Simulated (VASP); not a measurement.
# Si4N (R3m) in VASP: single point with PBE

Aim: the single point of Si4N with PBE.

Everything below comes from runs of VASP 6.6.1. Logs are shortened: lines on timing, memory, paths and dates and some standing lists are left out, and cuts for length are marked.

### 1 The cell of the first run

It takes space group R3m (No. 160, trigonal). Conventional cell: a = 5.292 Å, b = 5.292 Å, c = 9.421 Å, α = 90.00°, β = 90.00°, γ = 120.00°. Si (site symmetry m) has 3 Si at 1.95 to 2.28 Å within 2.6 Å. Si (site symmetry 3m) has 3 Si at 1.95 Å within 2.6 Å. N (site symmetry 3m) has 13 Si at 2.71 to 3.08 Å within 3.6 Å.

The cell was built from a structure type or drawn by symmetry, and may not be a known phase.

### 2 Single point, PBE, collinear spin, ferromagnetic start

Contents of INCAR:

```
PREC = Accurate
ENCUT = 520
EDIFF = 1E-6
ISMEAR = 0
SIGMA = 0.1
LREAL = F
LASPH = T
NELM = 150
ALGO = Normal
ISIF = 2
LWAVE = F
LCHARG = F
ISPIN = 2
MAGMOM = 0 0 0 0 1
LORBIT = 11
GGA = PE
NBANDS = 22
```

Contents of KPOINTS:

```
regular mesh
0
Gamma
  6 6 6
```

Contents of POSCAR:

```
Si4N
1.0
    2.6462306300      1.5278019700      3.1401707500
   -2.6462306300      1.5278019700      3.1401707500
    0.0000000000     -3.0556039400      3.1401707500
Si N
4 1
Direct
    0.6671306300      0.0970322400      0.6671306300
    0.6671306300      0.6671306300      0.0970322400
    0.0970322400      0.6671306300      0.6671306300
    0.3829458400      0.3829458400      0.3829458400
    0.0882555200      0.0882555200      0.0882555200
```

Potentials or basis: VASP PAW PBE potentials, release 64 (Si, N).

Command:

```console
cat potpaw_PBE.64/Si/POTCAR potpaw_PBE.64/N/POTCAR > POTCAR
mpirun -np 1 vasp_std > vasp.out
```

OUTCAR:

```text
PREC = Accurate
   ENCUT = 520
   EDIFF = 1E-6
   ISMEAR = 0
   LREAL = F
   LASPH = T
   NELM = 150
   ISIF = 2
   ISPIN = 2
   LORBIT = 11
   GGA = PE

 ion  position               nearest neighbor table
   1  0.667  0.097  0.667-   4 1.95   3 2.28   2 2.28   3 3.02   2 3.02
   2  0.667  0.667  0.097-   4 1.95   3 2.28   1 2.28   1 3.02   3 3.02
   3  0.097  0.667  0.667-   4 1.95   1 2.28   2 2.28   1 3.02   2 3.02
   4  0.383  0.383  0.383-   1 1.95   3 1.95   2 1.95
   5  0.088  0.088  0.088-

  LATTYP: Found a trigonal (rhomboedric) cell.
 ALAT       =     4.3814823721
 COS(alpha) =     0.2704698517

  Lattice vectors:

 A1 = (   2.6462306300,   1.5278019700,   3.1401707500)
 A2 = (  -2.6462306300,   1.5278019700,   3.1401707500)
 A3 = (   0.0000000000,  -3.0556039400,   3.1401707500)

Analysis of symmetry for initial positions (statically):
=====================================================================
 Subroutine PRICEL returns:
 Original cell was already a primitive cell.

 Routine SETGRP: Setting up the symmetry group for a
 trigonal (rhombohedral) supercell.

 Subroutine GETGRP returns: Found  6 space group operations
 (whereof  6 operations were pure point group operations)
 out of a pool of 12 trial point group operations.

The static configuration has the point symmetry C_3v.

Analysis of symmetry for dynamics (positions and initial velocities):
=====================================================================
 Subroutine PRICEL returns:
 Original cell was already a primitive cell.

 Routine SETGRP: Setting up the symmetry group for a
 trigonal (rhombohedral) supercell.

 Subroutine GETGRP returns: Found  6 space group operations
 (whereof  6 operations were pure point group operations)
 out of a pool of 12 trial point group operations.

The dynamic configuration has the point symmetry C_3v.

Analysis of structural, dynamic, and magnetic symmetry:
=====================================================================
 Subroutine PRICEL returns:
 Original cell was already a primitive cell.

 Routine SETGRP: Setting up the symmetry group for a
 trigonal (rhombohedral) supercell.

 Subroutine GETGRP returns: Found  6 space group operations
 (whereof  6 operations were pure point group operations)
 out of a pool of 12 trial point group operations.

The overall configuration has the point symmetry C_3v.

 Subroutine INISYM returns: Found  6 space group operations
 (whereof  6 operations are pure point group operations),
 and found     1 'primitive' translations

----------------------------------------------------------------------------------------

                                     Primitive cell

  volume of cell :      76.1727

  direct lattice vectors                    reciprocal lattice vectors
     2.646230630  1.527801970  3.140170750     0.188948006  0.109089182  0.106151340
    -2.646230630  1.527801970  3.140170750    -0.188948006  0.109089182  0.106151340
     0.000000000 -3.055603940  3.140170750     0.000000000 -0.218178363  0.106151340

  length of vectors
     4.381482369  4.381482369  4.381482372     0.242631213  0.242631213  0.242631212

  position of ions in fractional coordinates (direct lattice)
     0.667130630  0.097032240  0.667130630
     0.667130630  0.667130630  0.097032240
     0.097032240  0.667130630  0.667130630
     0.382945840  0.382945840  0.382945840
     0.088255520  0.088255520  0.088255520

  ion indices of the primitive-cell ions
   primitive index   ion index
                 1           1
                 2           2
                 3           3
                 4           4
                 5           5

----------------------------------------------------------------------------------------

 KPOINTS: regular mesh

Automatic generation of k-mesh.
 Grid dimensions read from file:
 generate k-points for:    6    6    6

 Generating k-lattice:

  Cartesian coordinates                     Fractional coordinates (reciprocal lattice)
     0.031491334  0.018181530  0.017691890     0.166666667  0.000000000  0.000000000
    -0.031491334  0.018181530  0.017691890     0.000000000  0.166666667  0.000000000
     0.000000000 -0.036363061  0.017691890     0.000000000  0.000000000  0.166666667

  Length of vectors
     0.040438535  0.040438535  0.040438535

  Shift w.r.t. Gamma in fractional coordinates (k-lattice)
     0.000000000  0.000000000  0.000000000

 Subroutine IBZKPT returns following result:
 ===========================================

 Found     32 irreducible k-points:

 Following reciprocal coordinates:
            Coordinates               Weight
  0.000000  0.000000  0.000000      1.000000
  0.166667 -0.000000  0.000000      6.000000
  0.333333  0.000000  0.000000      6.000000
  0.500000 -0.000000  0.000000      3.000000
  0.166667  0.166667  0.000000      6.000000
  0.333333  0.166667 -0.000000     12.000000
[... 16 lines left out ...]
  0.500000  0.500000  0.166667      6.000000
 -0.333333  0.500000  0.166667     12.000000
 [... further k-points ...]
   k-points           NKPTS =     32   k-points in BZ     NKDIM =     32   number of bands    NBANDS=     22
   number of dos      NEDOS =    301   number of ions     NIONS =      5
   total plane-waves  NPLWV =  46656
   dimension x,y,z NGX =    36 NGY =   36 NGZ =   36
   dimension x,y,z NGXF=    72 NGYF=   72 NGZF=   72
   ions per type =               4   1
   NGX,Y,Z   is equivalent  to a cutoff of  13.66, 13.66, 13.66 a.u.
   NGXF,Y,Z  is equivalent  to a cutoff of  27.32, 27.32, 27.32 a.u.
 SYSTEM =  unknown system
   PREC   = accura    normal or accurate (medium, high low for compatibility)
   ISTART =      0    job   : 0-new  1-cont  2-samecut
   ICHARG =      2    charge: 1-file 2-atom 10-const
   ISPIN  =      2    spin polarized calculation?
   LNONCOLLINEAR =      F non collinear calculations
   LSORBIT =      F    spin-orbit coupling
   LASPH  =      T    aspherical Exc in radial PAW
   ENCUT  =  520.0 eV  38.22 Ry    6.18 a.u.   8.15  8.15  8.15*2*pi/ulx,y,z
   NELM   =    150;   NELMIN=  2; NELMDL= -5     # of ELM steps
   EDIFF  = 0.1E-05   stopping-criterion for ELM
   LREAL  =      F    real-space projection
   EDIFFG = 0.1E-04   stopping-criterion for IOM
   NSW    =      0    number of steps for IOM
   IBRION =     -1    ionic relax: 0-MD 1-quasi-New 2-CG
   NFREE  =      0    steps in history (QN), initial steepest desc. (CG)
   ISIF   =      2    stress and relaxation
   ISYM   =      2    0-nonsym 1-usesym 2-fastsym
   POTIM  = 0.5000    time-step for ionic-motion
   TEBEG  =    0.0;   TEEND  =   0.0 temperature during run
   PSTRESS=    0.0 pullay stress
   NELECT =      21.0000    total number of electrons
   NUPDOWN=      -1.0000    fix difference up-down
   EMIN   =  10.00;   EMAX   =-10.00  energy-range for DOS
   EFERMI =   0.00;   METHOD = LEGACY
   ISMEAR =     0;   SIGMA  =   0.10  broadening in eV -4-tet -1-fermi 0-gaus
   EFERMI_NEDOS =   21; number of points for ismear=-14 and -15
   IALGO  =     38    algorithm
   IMIX   =      4    mixing-type and parameters
     AMIX     =   0.40;   BMIX     =  1.00
     AMIX_MAG =   1.60;   BMIX_MAG =  1.00
  volume/ion in A,a.u.               =      15.23       102.81
  Fermi-wavevector in a.u.,A,eV,Ry     =   1.065487  2.013479 15.446186  1.135263
  Thomas-Fermi vector in A             =   2.201040
   LORBIT       =     11    0 simple, 1 ext, 2 COOP (PROOUT), +10 PAW based schemes
   GGA     = PE    functional components
   LHFCALC =     F    Hartree Fock is set to
   AEXX    =    0.0000 exact exchange contribution
   IVDW    =     0    specifies the selected vdW correction
   LEPSILON=     F    determine dielectric tensor
   LRPA    =     F    only Hartree local field effects (RPA)
 spin polarized calculation
 Gauss-broadening in eV      SIGMA  =   0.10
  energy-cutoff  :      520.00
  volume of cell :       76.17
 maximum number of plane-waves:      2064
 NGX is ok and might be reduce to    36
   NGX = 17   NGY = 17   NGZ = 17

 number of electron      21.0000000 magnetization       0.0000194

 number of electron      21.0000000 magnetization      -0.0000204

 Free energy of the ion-electron system (eV)
  ---------------------------------------------------
  ext. energy  EPLUGINS =         0.00000000
  ---------------------------------------------------
  free energy    TOTEN  =       -19.82927779 eV

  energy without entropy =      -19.81814449  energy(sigma->0) =      -19.82371114

 E-fermi :   7.1178     XC(G=0): -10.4099

 val. band max:        7.1167761128   @ k =  -0.1667   0.5000   0.1667
 cond. band min:       7.1309855749   @ k =   0.3333   0.3333   0.0000
 fundamental gap:      0.0142094621
 Fermi energy:         7.1178050227

 spin component 1

 k-point     1 :       0.0000    0.0000    0.0000
  band No.  band energies     occupation
      1      -7.4364      1.00000
      2      -3.9574      1.00000
      3      -0.8455      1.00000
      4       0.8149      1.00000
      5       0.8149      1.00000
      6       2.6592      1.00000
[... 574 lines left out ...]
      6       2.3933      1.00000
[... 14 lines left out ...]
     21      15.9310      0.00000
     22      16.8771      0.00000

 [... further k-points ...]

 spin component 2

 k-point     1 :       0.0000    0.0000    0.0000
  band No.  band energies     occupation
      1      -7.4364      1.00000
      2      -3.9574      1.00000
      3      -0.8455      1.00000
      4       0.8149      1.00000
      5       0.8149      1.00000
      6       2.6591      1.00000
[... 574 lines left out ...]
      6       2.3933      1.00000
[... 14 lines left out ...]
     21      15.9310      0.00000
     22      16.8771      0.00000

 [... further k-points ...]

------------------------ aborting loop because EDIFF is reached ----------------------------------------

  FORCE on cell =-STRESS in cart. coord.  units (eV):
  Direction    XX          YY          ZZ          XY          YZ          ZX
  --------------------------------------------------------------------------------------
  -------------------------------------------------------------------------------------
  Total       17.1646608     17.1646608      3.5103912      0.0000000      0.0000000      0.0000000
  in kB      361.0326966    361.0326982     73.8357733      0.0000000      0.0000000      0.0000000
  external PRESSURE =     265.3003894 kB  Pullay stress =       0.0000000 kB

 VOLUME and BASIS-vectors are now :
 -----------------------------------------------------------------------------
  energy-cutoff  :      520.00
  volume of cell :       76.17
      direct lattice vectors                 reciprocal lattice vectors
     2.646230630  1.527801970  3.140170750     0.188948006  0.109089182  0.106151340
    -2.646230630  1.527801970  3.140170750    -0.188948006  0.109089182  0.106151340
     0.000000000 -3.055603940  3.140170750     0.000000000 -0.218178363  0.106151340

 POSITION                                       TOTAL-FORCE (eV/Angst)
 -----------------------------------------------------------------------------------
      1.50861     -0.87100      4.49451         4.126459     -2.382412      3.278421
      0.00000      1.74199      4.49451         0.000000      4.764824      3.278421
     -1.50861     -0.87100      4.49451        -4.126459     -2.382412      3.278421
      0.00000      0.00000      3.60755         0.000000      0.000000    -10.160645
      0.00000      0.00000      0.83141         0.000000      0.000000      0.325380
 -----------------------------------------------------------------------------------
    total drift:                               -0.000000      0.000000     -0.000322

  FREE ENERGIE OF THE ION-ELECTRON SYSTEM (eV)
  ---------------------------------------------------
  free  energy   TOTEN  =       -19.8292777917 eV

  energy  without entropy=      -19.8181444874  energy(sigma->0) =      -19.82371114

 total charge

# of ion       s       p       d       tot
------------------------------------------
    1        0.841   0.890   0.000   1.731
    2        0.841   0.890   0.000   1.731
    3        0.841   0.890   0.000   1.731
    4        0.863   1.145   0.000   2.008
    5        1.363   1.995   0.000   3.358
--------------------------------------------------
tot          4.749   5.809   0.000  10.558

 magnetization (x)

# of ion       s       p       d       tot
------------------------------------------
    1       -0.000  -0.000   0.000  -0.000
    2       -0.000  -0.000   0.000  -0.000
    3       -0.000  -0.000   0.000  -0.000
    4       -0.000  -0.000   0.000  -0.000
    5        0.000  -0.000   0.000  -0.000
--------------------------------------------------
tot         -0.000  -0.000   0.000  -0.000
```

Wall time 1.8 min (1 thread of AMD EPYC 7R43 (Zen 3), shared host); peak memory 0.24 GiB.

Results:

| Property | Result |
| --- | --- |
| Free energy | -19.8293 eV |
| Pressure | 26.5 GPa |
| Largest force | 10.161 eV/Å |
| Net moment | 0.00 μB per cell |
| Valence electrons inside the program's atomic spheres | Si 1.73, 2.01 (each value once); N 3.36 |

Forces on the atoms (eV/Å):
```
Si    4.126  -2.382   3.278
Si    0.000   4.765   3.278
Si   -4.126  -2.382   3.278
Si    0.000   0.000 -10.161
N     0.000   0.000   0.325
```

Caveat: the cell stands under pressure; forces of over 1 eV/Å act on the atoms, so gaps and moduli don't describe the material at rest.
